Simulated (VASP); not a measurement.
# SiPd3Pt (Pm-3m) in VASP: a series of runs

Runs on SiPd3Pt. Level: PBE. Tasks: relaxation of cell and atoms, single point.

All numbers are computed with VASP 6.6.1; they aren't measurements. Logs are shortened: lines on timing, memory, paths and dates and some standing lists are left out, and cuts for length are marked.

## Step 1: The cell of the first run

Symmetry: Pm-3m, No. 221, cubic system. The conventional cell has a = 4.209 Å, b = 4.209 Å, c = 4.209 Å, α = 90.00°, β = 90.00°, γ = 90.00°. Within 3.9 Å of Si (site symmetry m-3m) lie 12 Pd at 2.98 Å and 8 Pt at 3.64 Å. Within 2.8 Å of Pd (site symmetry 4/mmm) lie 2 Pt at 2.10 Å. Within 2.8 Å of Pt (site symmetry m-3m) lie 6 Pd at 2.10 Å.

The cell was generated, and may not be a known phase.

## Step 2: Relaxation of cell and atoms, PBE

INCAR

```
SYSTEM = SiPd3Pt
ALGO = Normal
EDIFF = 1E-7
EDIFFG = -0.04
ENCUT = 600
GGA = PE
IBRION = 2
ISIF = 3
ISMEAR = 0
LASPH = .True.
LCHARG = .False.
LREAL = .False.
LWAVE = .False.
NELM = 60
NSW = 90
PREC = Accurate
SIGMA = 0.1
```

KPOINTS

```
k-points
0
Gamma
  4 4 4
  0 0 0
```

POSCAR

```
SiPd3Pt
1.0
    4.2087799800      0.0000000000      0.0000000000
    0.0000000000      4.2087799800      0.0000000000
    0.0000000000      0.0000000000      4.2087799800
Si Pd Pt
1 3 1
Direct
    0.0000000000      0.0000000000      0.0000000000
    0.0000000000      0.5000000000      0.5000000000
    0.5000000000      0.0000000000      0.5000000000
    0.5000000000      0.5000000000      0.0000000000
    0.5000000000      0.5000000000      0.5000000000
```

Potentials or basis: VASP PAW PBE potentials, release 64 (Si, Pd, Pt).

Launch:

```console
$ cat potpaw_PBE.64/Si/POTCAR potpaw_PBE.64/Pd/POTCAR potpaw_PBE.64/Pt/POTCAR > POTCAR
$ mpirun -np 1 vasp_std > vasp.out
```

OUTCAR:

```text
SYSTEM = SiPd3Pt
   EDIFF = 1E-7
   EDIFFG = -0.04
   ENCUT = 600
   GGA = PE
   IBRION = 2
   ISIF = 3
   ISMEAR = 0
   LASPH = .True.
   LREAL = .False.
   NELM = 60
   NSW = 90
   PREC = Accurate

 ion  position               nearest neighbor table
   1  0.000  0.000  0.000-   2 2.98   3 2.98   4 2.98   2 2.98   3 2.98   2 2.98   4 2.98   2 2.98
                             3 2.98   4 2.98   3 2.98   4 2.98
   2  0.000  0.500  0.500-   5 2.10   5 2.10   4 2.98   1 2.98   1 2.98   4 2.98   1 2.98   3 2.98
                             1 2.98   3 2.98   4 2.98   3 2.98   4 2.98   3 2.98
   3  0.500  0.000  0.500-   5 2.10   5 2.10   4 2.98   1 2.98   1 2.98   4 2.98   2 2.98   4 2.98
                             2 2.98   4 2.98   1 2.98   2 2.98   1 2.98   2 2.98
   4  0.500  0.500  0.000-   5 2.10   5 2.10   3 2.98   1 2.98   2 2.98   3 2.98   2 2.98   1 2.98
                             3 2.98   3 2.98   1 2.98   2 2.98   2 2.98   1 2.98
   5  0.500  0.500  0.500-   2 2.10   3 2.10   4 2.10   4 2.10   3 2.10   2 2.10

  LATTYP: Found a simple cubic cell.
 ALAT       =     4.2087799800

  Lattice vectors:

 A1 = (   4.2087799800,   0.0000000000,   0.0000000000)
 A2 = (   0.0000000000,   4.2087799800,   0.0000000000)
 A3 = (   0.0000000000,   0.0000000000,   4.2087799800)

Analysis of symmetry for initial positions (statically):
=====================================================================
 Subroutine PRICEL returns:
 Original cell was already a primitive cell.

 Routine SETGRP: Setting up the symmetry group for a
 simple cubic supercell.

 Subroutine GETGRP returns: Found 48 space group operations
 (whereof 48 operations were pure point group operations)
 out of a pool of 48 trial point group operations.

The static configuration has the point symmetry O_h .

Analysis of symmetry for dynamics (positions and initial velocities):
=====================================================================
 Subroutine PRICEL returns:
 Original cell was already a primitive cell.

 Routine SETGRP: Setting up the symmetry group for a
 simple cubic supercell.

 Subroutine GETGRP returns: Found 48 space group operations
 (whereof 48 operations were pure point group operations)
 out of a pool of 48 trial point group operations.

The dynamic configuration has the point symmetry O_h .

 Subroutine INISYM returns: Found 48 space group operations
 (whereof 48 operations are pure point group operations),
 and found     1 'primitive' translations

----------------------------------------------------------------------------------------

                                     Primitive cell

  volume of cell :      74.5536

  direct lattice vectors                    reciprocal lattice vectors
     4.208779980  0.000000000  0.000000000     0.237598545  0.000000000  0.000000000
     0.000000000  4.208779980  0.000000000     0.000000000  0.237598545  0.000000000
     0.000000000  0.000000000  4.208779980     0.000000000  0.000000000  0.237598545

  length of vectors
     4.208779980  4.208779980  4.208779980     0.237598545  0.237598545  0.237598545

  position of ions in fractional coordinates (direct lattice)
     0.000000000  0.000000000  0.000000000
     0.000000000  0.500000000  0.500000000
     0.500000000  0.000000000  0.500000000
     0.500000000  0.500000000  0.000000000
     0.500000000  0.500000000  0.500000000

  ion indices of the primitive-cell ions
   primitive index   ion index
                 1           1
                 2           2
                 3           3
                 4           4
                 5           5

----------------------------------------------------------------------------------------

 KPOINTS: k-points

Automatic generation of k-mesh.
 Grid dimensions read from file:
 generate k-points for:    4    4    4

 Generating k-lattice:

  Cartesian coordinates                     Fractional coordinates (reciprocal lattice)
     0.059399636  0.000000000  0.000000000     0.250000000  0.000000000  0.000000000
     0.000000000  0.059399636  0.000000000     0.000000000  0.250000000  0.000000000
     0.000000000  0.000000000  0.059399636     0.000000000  0.000000000  0.250000000

  Length of vectors
     0.059399636  0.059399636  0.059399636

  Shift w.r.t. Gamma in fractional coordinates (k-lattice)
     0.000000000  0.000000000  0.000000000

 Subroutine IBZKPT returns following result:
 ===========================================

 Found     10 irreducible k-points:

 Following reciprocal coordinates:
            Coordinates               Weight
  0.000000  0.000000  0.000000      1.000000
  0.250000  0.000000  0.000000      6.000000
  0.500000  0.000000  0.000000      3.000000
  0.250000  0.250000  0.000000     12.000000
  0.500000  0.250000  0.000000     12.000000
  0.500000  0.500000  0.000000      3.000000
  0.250000  0.250000  0.250000      8.000000
  0.500000  0.250000  0.250000     12.000000
  0.500000  0.500000  0.250000      6.000000
  0.500000  0.500000  0.500000      1.000000
   k-points           NKPTS =     10   k-points in BZ     NKDIM =     10   number of bands    NBANDS=     26
   number of dos      NEDOS =    301   number of ions     NIONS =      5
   total plane-waves  NPLWV =  46656
   dimension x,y,z NGX =    36 NGY =   36 NGZ =   36
   dimension x,y,z NGXF=    72 NGYF=   72 NGZF=   72
   ions per type =               1   3   1
   NGX,Y,Z   is equivalent  to a cutoff of  14.22, 14.22, 14.22 a.u.
   NGXF,Y,Z  is equivalent  to a cutoff of  28.44, 28.44, 28.44 a.u.
 SYSTEM =  SiPd3Pt
   PREC   = accura    normal or accurate (medium, high low for compatibility)
   ISTART =      0    job   : 0-new  1-cont  2-samecut
   ICHARG =      2    charge: 1-file 2-atom 10-const
   ISPIN  =      1    spin polarized calculation?
   LNONCOLLINEAR =      F non collinear calculations
   LSORBIT =      F    spin-orbit coupling
   LASPH  =      T    aspherical Exc in radial PAW
   ENCUT  =  600.0 eV  44.10 Ry    6.64 a.u.   8.41  8.41  8.41*2*pi/ulx,y,z
   NELM   =     60;   NELMIN=  2; NELMDL= -5     # of ELM steps
   EDIFF  = 0.1E-06   stopping-criterion for ELM
   LREAL  =      F    real-space projection
   EDIFFG = -.4E-01   stopping-criterion for IOM
   NSW    =     90    number of steps for IOM
   IBRION =      2    ionic relax: 0-MD 1-quasi-New 2-CG
   NFREE  =      1    steps in history (QN), initial steepest desc. (CG)
   ISIF   =      3    stress and relaxation
   ISYM   =      2    0-nonsym 1-usesym 2-fastsym
   POTIM  = 0.5000    time-step for ionic-motion
   TEBEG  =    0.0;   TEEND  =   0.0 temperature during run
   PSTRESS=    0.0 pullay stress
   NELECT =      44.0000    total number of electrons
   NUPDOWN=      -1.0000    fix difference up-down
   EMIN   =  10.00;   EMAX   =-10.00  energy-range for DOS
   EFERMI =   0.00;   METHOD = LEGACY
   ISMEAR =     0;   SIGMA  =   0.10  broadening in eV -4-tet -1-fermi 0-gaus
   EFERMI_NEDOS =   21; number of points for ismear=-14 and -15
   IALGO  =     38    algorithm
   IMIX   =      4    mixing-type and parameters
     AMIX     =   0.40;   BMIX     =  1.00
     AMIX_MAG =   1.60;   BMIX_MAG =  1.00
  volume/ion in A,a.u.               =      14.91       100.62
  Fermi-wavevector in a.u.,A,eV,Ry     =   1.373208  2.594986 25.656490  1.885699
  Thomas-Fermi vector in A             =   2.498745
   LORBIT       =      0    0 simple, 1 ext, 2 COOP (PROOUT), +10 PAW based schemes
   GGA     = PE    functional components
   LHFCALC =     F    Hartree Fock is set to
   AEXX    =    0.0000 exact exchange contribution
   IVDW    =     0    specifies the selected vdW correction
   LEPSILON=     F    determine dielectric tensor
   LRPA    =     F    only Hartree local field effects (RPA)
 conjugate gradient relaxation of ions
 non-spin polarized calculation
 Gauss-broadening in eV      SIGMA  =   0.10
  energy-cutoff  :      600.00
  volume of cell :       74.55
 maximum number of plane-waves:      2517
 NGX is ok and might be reduce to    36
   NGX = 17   NGY = 17   NGZ = 17

--------------------------------------- Ionic step        1  -------------------------------------------

 number of electron      44.0000012 magnetization

 Free energy of the ion-electron system (eV)
  ---------------------------------------------------
  ext. energy  EPLUGINS =         0.00000000
  ---------------------------------------------------
  free energy    TOTEN  =       -12.77218272 eV

  energy without entropy =      -12.74149009  energy(sigma->0) =      -12.75683641

 E-fermi :  10.9659     XC(G=0): -12.5464

 val. band max:       10.9270858654   @ k =   0.5000   0.2500   0.2500
 cond. band min:      10.9731449999   @ k =   0.2500   0.2500   0.0000
 fundamental gap:      0.0460591345
 Fermi energy:        10.9658751533

 k-point     1 :       0.0000    0.0000    0.0000
  band No.  band energies     occupation
      1       0.4958      2.00000
      2       0.8890      2.00000
      3       0.8890      2.00000
      4       1.5282      2.00000
      5       1.5282      2.00000
      6       1.5282      2.00000
[... 315 lines left out ...]
  energy  without entropy=      -12.7414900872  energy(sigma->0) =      -12.75683641

--------------------------------------- Ionic step        2  -------------------------------------------

 number of electron      44.0000052 magnetization

 E-fermi :  -0.0864     XC(G=0):  -7.2448

 val. band max:       -0.0878875622   @ k =   0.5000   0.5000   0.5000
 cond. band min:      -0.0697183067   @ k =   0.5000   0.0000   0.0000
 fundamental gap:      0.0181692555
 Fermi energy:        -0.0863820916

 k-point     1 :       0.0000    0.0000    0.0000
  band No.  band energies     occupation
      1      -6.8279      2.00000
      2      -3.1087      2.00000
      3      -2.2613      2.00000
      4      -2.2613      2.00000
      5      -1.7867      2.00000
      6      -1.7867      2.00000
[... 315 lines left out ...]
  energy  without entropy=      -14.4652370297  energy(sigma->0) =      -14.51016533

--------------------------------------- Ionic step        3  -------------------------------------------

 number of electron      44.0000025 magnetization

 E-fermi :   4.2704     XC(G=0):  -9.9420

 val. band max:        4.2265642916   @ k =   0.5000   0.2500   0.0000
 cond. band min:       4.2958584734   @ k =   0.5000   0.0000   0.0000
 fundamental gap:      0.0692941818
 Fermi energy:         4.2703713324

 k-point     1 :       0.0000    0.0000    0.0000
  band No.  band energies     occupation
      1      -3.0791      2.00000
      2      -1.2671      2.00000
      3      -1.0216      2.00000
      4      -1.0216      2.00000
      5      -0.2913      2.00000
      6      -0.2913      2.00000
[... 393 lines left out ...]
  energy  without entropy=      -21.0928698778  energy(sigma->0) =      -21.11741853

--------------------------------------- Ionic step        6  -------------------------------------------

 number of electron      43.9999991 magnetization

 Free energy of the ion-electron system (eV)
  ---------------------------------------------------
  ext. energy  EPLUGINS =         0.00000000
  ---------------------------------------------------
  free energy    TOTEN  =       -21.14261132 eV

  energy without entropy =      -21.09324917  energy(sigma->0) =      -21.11793025

 E-fermi :   4.8999     XC(G=0): -10.2389

 val. band max:        4.8659303111   @ k =   0.2500   0.2500   0.0000
 cond. band min:       4.9018984410   @ k =   0.5000   0.2500   0.0000
 fundamental gap:      0.0359681299
 Fermi energy:         4.8999131468

 k-point     1 :       0.0000    0.0000    0.0000
  band No.  band energies     occupation
      1      -2.7027      2.00000
      2      -0.8797      2.00000
      3      -0.7885      2.00000
      4      -0.7885      2.00000
      5      -0.0414      2.00000
      6      -0.0414      2.00000
[... 311 lines left out ...]
  FREE ENERGIE OF THE ION-ELECTRON SYSTEM (eV)
  ---------------------------------------------------
  free  energy   TOTEN  =       -21.1426113231 eV

  energy  without entropy=      -21.0932491713  energy(sigma->0) =      -21.11793025

 reached required accuracy - stopping structural energy minimisation
```

It took 3 min on 1 thread of Intel Xeon Platinum 8559C (Emerald Rapids), shared host; peak memory 0.23 GiB.

Results:

```
Free energy                           : -21.1426 eV
Relaxed volume                        : 23.04 Å³/atom
Relaxed cell                          : a = 4.865 Å, b = 4.865 Å, c = 4.865 Å, α = 90.00°, β = 90.00°, γ = 90.00°
Space group after relaxing (to 0.1 Å) : Pm-3m (No. 221)
Energy gained by relaxing             : 1674.1 meV/atom
Ionic steps                           : 6
Pressure after relaxing               : -0.2 GPa
Band gap on the k mesh                : zero (bands 22 and 23 overlap by 0.98 eV)
```

The path:
```
step  energy change (eV)  largest force (eV/Å)  pressure (GPa)  volume (Å³)
   1              0.0000                0.0000           98.92        74.55
   2             -1.7829                0.0000           -8.84       224.54
   3             -8.1177                0.0000           -4.33       122.42
   4             -8.3397                0.0000           -2.50       118.71
   5             -8.3698                0.0000            0.45       114.27
   6             -8.3704                0.0000           -0.21       115.18
```

Final structure:
```yaml
crystal:
  lattice:
    - [4.86544, 0.00000, 0.00000]
    - [0.00000, 4.86544, 0.00000]
    - [0.00000, 0.00000, 4.86544]
  atoms:
    - { symbol: Si, position: [0.00000, 0.00000, 0.00000] }
    - { symbol: Pd, position: [0.00000, 0.50000, 0.50000] }
    - { symbol: Pd, position: [0.50000, 0.00000, 0.50000] }
    - { symbol: Pd, position: [0.50000, 0.50000, 0.00000] }
    - { symbol: Pt, position: [0.50000, 0.50000, 0.50000] }
```

Caveat: the k points lie up to 0.32 Å⁻¹ apart in the final cell, too coarse for converged energies and pressures of a metal; the volume moved by over 15 % at a fixed basis, so the end points are rough; spin-orbit coupling is left out, which moves the levels of the heavy elements.

## Step 3: Single point, PBE

This run uses another cell than the first one, of 22.95 Å³/atom.

INCAR

```
  ALGO = Fast
  EDIFF = 1E-6
  ENCUT = 520
  GGA = PE
  ISIF = 2
  ISMEAR = 0
  LASPH = T
  LCHARG = T
  LELF = T
  LREAL = F
  LVHAR = T
  LWAVE = F
  NBANDS = 30
  NELM = 80
  PREC = Accurate
  SIGMA = 0.1
```

KPOINTS

```
k-points
0
Gamma
  8 8 8
```

Changes to POSCAR since step 2:

```diff
@@ -2,5 +2,5 @@
 1.0
-    4.2087799800      0.0000000000      0.0000000000
-    0.0000000000      4.2087799800      0.0000000000
-    0.0000000000      0.0000000000      4.2087799800
+    4.8594591410      0.0000000000      0.0000000000
+    0.0000000000      4.8594591410      0.0000000000
+    0.0000000000      0.0000000000      4.8594591410
 Si Pd Pt
```

Potentials or basis: VASP PAW PBE potentials, release 64 (Si, Pd, Pt).

Launch:

```console
$ cat potpaw_PBE.64/Si/POTCAR potpaw_PBE.64/Pd/POTCAR potpaw_PBE.64/Pt/POTCAR > POTCAR
$ mpirun -np 1 vasp_std > vasp.out
```

Wall time 57 s (1 thread of Intel Xeon Platinum 8559C (Emerald Rapids), shared host); peak memory 0.28 GiB.

It converged, with:

```
Free energy            : -21.1852 eV
Pressure               : -0.3 GPa
Band gap on the k mesh : zero (bands 22 and 23 overlap by 0.95 eV)
```

Levels at points of the mesh, in eV from the Fermi level:
| k point | band 20 | band 21 | band 22 | band 23 | band 24 | band 25 |
| --- | --- | --- | --- | --- | --- | --- |
| (0.00, 0.00, 0.00) | -0.23 | 0.26 | 0.26 | 0.26 | 0.57 | 0.57 |
| (0.50, 0.00, 0.00) | -0.25 | 0.13 | 0.26 | 0.54 | 1.38 | 1.38 |
| (0.50, 0.50, 0.00) | -0.61 | -0.61 | -0.48 | -0.26 | -0.26 | 2.04 |
| (0.50, 0.50, 0.50) | -1.11 | -1.11 | -1.11 | -0.39 | -0.39 | -0.39 |

Caveat: spin-orbit coupling is left out, which moves the levels of the heavy elements.

## Step 4: Relaxation of cell and atoms, PBE

This run uses another cell than the first one, of 23.06 Å³/atom.

INCAR

```
SYSTEM = SiPd3Pt
PREC = Accurate ; ENCUT = 600
EDIFF = 1E-7 ; ISMEAR = 0
SIGMA = 0.1 ; LREAL = .False.
LASPH = .True. ; NELM = 60
ALGO = Fast ; ISIF = 3
LWAVE = .False. ; LCHARG = .False.
GGA = PE ; IBRION = 2
NSW = 100 ; EDIFFG = -0.01
```

KPOINTS

```
Automatic mesh
0
Gamma
  8 8 8
  0 0 0
```

Changes to POSCAR since step 3:

```diff
@@ -2,5 +2,5 @@
 1.0
-    4.8594591410      0.0000000000      0.0000000000
-    0.0000000000      4.8594591410      0.0000000000
-    0.0000000000      0.0000000000      4.8594591410
+    4.8673229541      0.0000000000      0.0000000000
+    0.0000000000      4.8673229541      0.0000000000
+    0.0000000000      0.0000000000      4.8673229541
 Si Pd Pt
```

Launch:

```console
$ cat potpaw_PBE.64/Si/POTCAR potpaw_PBE.64/Pd/POTCAR potpaw_PBE.64/Pt/POTCAR > POTCAR
$ mpirun -np 1 vasp_std > vasp.out
```

Run time: 3.7 min. Hardware: 1 thread of Intel Xeon Platinum 8559C (Emerald Rapids), shared host; peak memory 0.34 GiB.

The run converged. Its results:

| Quantity | Value |
| --- | --- |
| Free energy | -21.1849 eV |
| Relaxed volume | 22.86 Å³/atom |
| Relaxed cell | a = 4.853 Å, b = 4.853 Å, c = 4.853 Å, α = 90.00°, β = 90.00°, γ = 90.00° |
| Space group after relaxing (to 0.1 Å) | Pm-3m (No. 221) |
| Energy gained by relaxing | 0.4 meV/atom |
| Ionic steps | 3 |
| Pressure after relaxing | 0.0 GPa |
| Band gap on the k mesh | zero (bands 22 and 23 overlap by 0.96 eV) |

Step by step:
| step | energy change (eV) | largest force (eV/Å) | pressure (GPa) | volume (Å³) |
| --- | --- | --- | --- | --- |
| 1 | 0.0000 | 0.0000 | -0.70 | 115.31 |
| 2 | -0.0012 | 0.0000 | 0.49 | 113.64 |
| 3 | -0.0022 | 0.0000 | 0.01 | 114.31 |

Final structure:
```yaml
crystal:
  lattice:
    - [4.85318, 0.00000, 0.00000]
    - [0.00000, 4.85318, 0.00000]
    - [0.00000, 0.00000, 4.85318]
  atoms:
    - { symbol: Si, position: [0.00000, 0.00000, 0.00000] }
    - { symbol: Pd, position: [0.00000, 0.50000, 0.50000] }
    - { symbol: Pd, position: [0.50000, 0.00000, 0.50000] }
    - { symbol: Pd, position: [0.50000, 0.50000, 0.00000] }
    - { symbol: Pt, position: [0.50000, 0.50000, 0.50000] }
```

Levels at points of the mesh, in eV from the Fermi level:
```tsv
k point	band 19	band 20	band 21	band 22	band 23	band 24	band 25	band 26
(0.00, 0.00, 0.00)	-0.24	-0.24	0.26	0.26	0.26	0.58	0.58	4.22
(0.50, 0.00, 0.00)	-0.26	-0.26	0.14	0.26	0.54	1.38	1.38	2.97
(0.50, 0.50, 0.00)	-1.31	-0.61	-0.61	-0.49	-0.26	-0.26	2.05	3.88
(0.50, 0.50, 0.50)	-1.35	-1.12	-1.12	-1.12	-0.40	-0.40	-0.40	1.44
```

Caveat: spin-orbit coupling is left out, which moves the levels of the heavy elements.

## Step 5: The runs side by side

```csv
task,cell,k mesh,cutoff (eV),gap on the mesh (eV),pressure (GPa),relaxed volume (Å³/atom)
relaxation of cell and atoms,"relaxed from a = 4.209 Å, 5 atoms",4 × 4 × 4,600,none,-0.2,23.04
single point,"a = 4.859 Å, 5 atoms",8 × 8 × 8,520,none,-0.3,-
relaxation of cell and atoms,"relaxed from a = 4.867 Å, 5 atoms",8 × 8 × 8,600,none,0.0,22.86
```

Alike in all rows: level PBE; potentials or basis VASP PAW PBE potentials, release 64 (Si, Pd, Pt); no spin polarisation; smearing gaussian 0.1 eV.

Caveats: some runs use coarse meshes; spin-orbit coupling is left out, which moves the levels of the heavy elements; the volume moved by over 15 % at a fixed basis, so the end points are rough (at least some runs).

Absolute energies hang on the potentials; compare differences alone.

The gap in the log of VASP goes by the Fermi energy; the results here count the filled bands.